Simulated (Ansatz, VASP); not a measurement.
**Two plane-wave programs on Sn**

```
Sn
1.0
    -1.68803    1.68803    2.38687
     1.68803   -1.68803    2.38687
     1.68803    1.68803   -2.38687
Sn
1
Direct
  0.00000 0.00000 0.00000
```

Alike in both runs: task single point; functional PBEsol; dispersion D3(BJ); k mesh 20 × 20 × 20; occupations gaussian, width 0.15 eV; no spin polarisation.

```csv
,VASP,Ansatz
version,VASP 6.6.1,Ansatz 0.2.0
potentials or method,"VASP PAW PBE potentials, release 64 (Sn_d), cutoff 520 eV","scalar-relativistic, plane waves, PAW"
valence electrons in the cell,14,14
```

|  | VASP | Ansatz | Ansatz less VASP |
| --- | --- | --- | --- |
| gap on the k mesh at the Fermi level (eV) | none | none | - |
| pressure (GPa) | -3.7 | -3.7 | +0.03 |

VASP's potentials were made for PBE, not for PBEsol. A gap of «none» marks a metal or a gap that the smearing closes.
